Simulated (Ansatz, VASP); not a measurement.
# ZrSi3 in VASP and in Ansatz

INCAR

```
  PREC = Accurate
  ENCUT = 520
  EDIFF = 1E-7
  ISMEAR = 0
  SIGMA = 0.05
  LREAL = F
  LASPH = T
  NELM = 100
  ALGO = Normal
  ISIF = 2
  LWAVE = F
  LCHARG = F
  GGA = PS
  NBANDS = 20
```

The input KPOINTS:

```
Automatic mesh
0
Gamma
  8 8 8
```

Contents of POSCAR:

```
ZrSi3
1.0
    3.9769388072      0.0000000000      0.0000000000
    0.0000000000      3.9769388072      0.0000000000
    0.0000000000      0.0000000000      3.9769388072
Zr Si
1 3
Direct
    0.0000000000      0.0000000000      0.0000000000
    0.0000000000      0.5000000000      0.5000000000
    0.5000000000      0.5000000000      0.0000000000
    0.5000000000      0.0000000000      0.5000000000
```

Input for Ansatz:

```yaml
crystal:
  lattice:
    - [3.9769388072, 0.0, 0.0]
    - [0.0, 3.9769388072, 0.0]
    - [0.0, 0.0, 3.9769388072]
  atoms:
    - { symbol: Zr, position: [0.0, 0.0, 0.0] }
    - { symbol: Si, position: [0.0, 0.5, 0.5] }
    - { symbol: Si, position: [0.5, 0.5, 0.0] }
    - { symbol: Si, position: [0.5, 0.0, 0.5] }
basis:
  ecutwfc: 420
  ecutrho_ratio: 4
kpoints:
  mp_grid: { grid: [8, 8, 8] }
hamiltonian:
  xc: pbesol
scf:
  occupations: { method: gaussian, width: 0.05 }
output:
  forces: true
  stress: true
  eigenvalues: true
```

Alike in both runs: task single point; functional PBEsol; k mesh 8 × 8 × 8; occupations gaussian, width 0.05 eV; no spin polarisation.

```csv
,VASP,Ansatz
version,VASP 6.6.1,Ansatz 0.2.0
potentials or method,"VASP PAW PBE potentials, release 64 (Zr_sv, Si), cutoff 520 eV","scalar-relativistic, plane waves, PAW"
valence electrons in the cell,24,24
```

Ansatz gave:

| Quantity | Value |
| --- | --- |
| gap on the k mesh at the Fermi level (eV) | none |
| pressure (GPa) | -2.4 |

Task: Estimate VASP's values.

Result: gap on the k mesh at the Fermi level (eV): none; pressure (GPa): -2.2.

VASP's potentials were made for PBE, not for PBEsol. A gap of «none» marks a metal or a gap that the smearing closes. The functional is the same, so the differences come from potentials, cutoffs and numerics.
